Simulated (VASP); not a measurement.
A run of VASP 6.6.1 is set up as follows.

The input INCAR:

```
SYSTEM = K2S
ALGO     = Normal         ! electronic algorithm
EDIFF    = 1E-6           ! SCF threshold, eV
ENCUT    = 500            ! plane-wave cutoff, eV
GGA      = PE             ! functional
GGA_COMPAT= .FALSE.      
ISIF     = 2              ! what is computed and relaxed
ISMEAR   = 0              ! smearing method
LASPH    = .TRUE.         ! aspherical terms in the spheres
LCHARG   = .TRUE.         ! write CHGCAR
LELF     = .TRUE.         ! ELF
LREAL    = .FALSE.        ! projectors in reciprocal space
LVHAR    = .TRUE.       
LWAVE    = .FALSE.        ! write WAVECAR
NBANDS   = 19             ! bands
NELM     = 120            ! most SCF steps
PREC     = Accurate       ! precision mode
SIGMA    = 0.01           ! smearing width, eV
```

Contents of KPOINTS:

```
k-points
0
G
  6 6 6
  0 0 0
```

The input POSCAR:

```
K2S
1.0
    0.0000000000      3.7294923808      3.7294923808
    3.7294923808      0.0000000000      3.7294923808
    3.7294923808      3.7294923808      0.0000000000
S K
1 2
Direct
    0.0000000000      0.0000000000      0.0000000000
    0.2500000000      0.2500000000      0.2500000000
    0.7500000000      0.7500000000      0.7500000000
```

Potentials or basis: VASP PAW PBE potentials, release 64 (S, K_sv).

Command:

```sh
$ cat potpaw_PBE.64/S/POTCAR potpaw_PBE.64/K_sv/POTCAR > POTCAR
$ mpirun -np 1 vasp_std > vasp.out
```

Question: Predict the pressure.

Answer: 0.1 GPa.

Question: Estimate the band gap on the k mesh.

Answer: 2.32 eV, indirect (least direct gap 2.50 eV).

A k mesh can miss the band edges. A hybrid or GW would open this gap; PBE tends to underestimate it.
